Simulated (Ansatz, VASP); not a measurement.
Two plane-wave programs on Cd

```
Cd
1.0
     3.22391    0.00000    0.00000
    -1.61196    2.79199    0.00000
     0.00000    0.00000   10.47181
Cd
4
Cartesian
  0.0000 0.0000 0.0000
  0.0000 1.8613 2.6180
  0.0000 0.0000 5.2359
  1.6120 0.9307 7.8539
```

Alike in both runs: task single point; functional PBE; k mesh 15 × 15 × 4; occupations gaussian, width 0.1 eV; no spin polarisation.

|  | VASP | Ansatz |
| --- | --- | --- |
| version | VASP 6.6.1 | Ansatz 0.2.0 |
| potentials or method | VASP PAW PBE potentials, release 64 (Cd), cutoff 520 eV | scalar-relativistic, plane waves, PAW |
| valence electrons in the cell | 48 | 80 |

|  | VASP | Ansatz | Ansatz less VASP |
| --- | --- | --- | --- |
| gap on the k mesh at the Fermi level (eV) | none | none | - |
| pressure (GPa) | -1.0 | -1.3 | -0.23 |
| traceless stress, the component that is largest in VASP (GPa) | -0.28 | -0.27 | +0.010 |

A gap of «none» marks a metal or a gap that the smearing closes. VASP's potentials hold 48 valence electrons a cell and Ansatz's 80, so a difference there can come from the potentials and not from the codes.
